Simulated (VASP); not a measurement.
Here is a VASP 6.6.1 calculation.

The input POSCAR:

```
C
1.0
    0.0000000000     -4.2535130793      0.0000000000
   -2.4558424083     -2.1267565396     -3.5617636613
    2.4558424083     -2.1267565396     -3.5617636613
C
8
Direct
    0.8332960723      0.5000000000      0.5000000000
    0.8332960723      0.0000000000      0.0000000000
    0.3332960723      0.7500000000      0.2500000000
    0.3332960723      0.2500000000      0.7500000000
    0.1667039277      0.5000000000      0.5000000000
    0.1667039277      0.0000000000      0.0000000000
    0.6667039277      0.7500000000      0.2500000000
    0.6667039277      0.2500000000      0.7500000000
```

INCAR.step1

```
PREC = Accurate ; ENCUT = 520
ISMEAR = 0 ; SIGMA = 0.05
LREAL = F ; LASPH = T
NELM = 80 ; NBANDS = 26
GGA = PE ; ALGO = Normal
EDIFF = 1E-4 ; LWAVE = T
LCHARG = F
```

INCAR.step2

```
PREC = Accurate ; ENCUT = 520
EDIFF = 1E-6 ; ISMEAR = 0
SIGMA = 0.05 ; LREAL = F
LASPH = T ; NELM = 80
ALGO = Normal ; ISIF = 2
LWAVE = F ; LCHARG = F
METAGGA = R2SCAN ; LMIXTAU = T
NBANDS = 26 ; ISTART = 1
```

Contents of KPOINTS:

```
regular mesh
0
Gamma
  8 8 8
```

Potentials or basis: VASP PAW PBE potentials, release 64 (C).

Command:

```sh
$ cat potpaw_PBE.64/C/POTCAR > POTCAR
$ cp INCAR.step1 INCAR
$ mpirun -np 1 vasp_std > vasp.out
$ cp INCAR.step2 INCAR
$ mpirun -np 1 vasp_std > vasp.out
```

(1) Estimate the largest force.

(2) Estimate the pressure.

Answers

(1) 0.013 eV/Å.

(2) 0.7 GPa.

Caveat: the PAW data sets were made with another functional, which shifts forces and pressure a little.
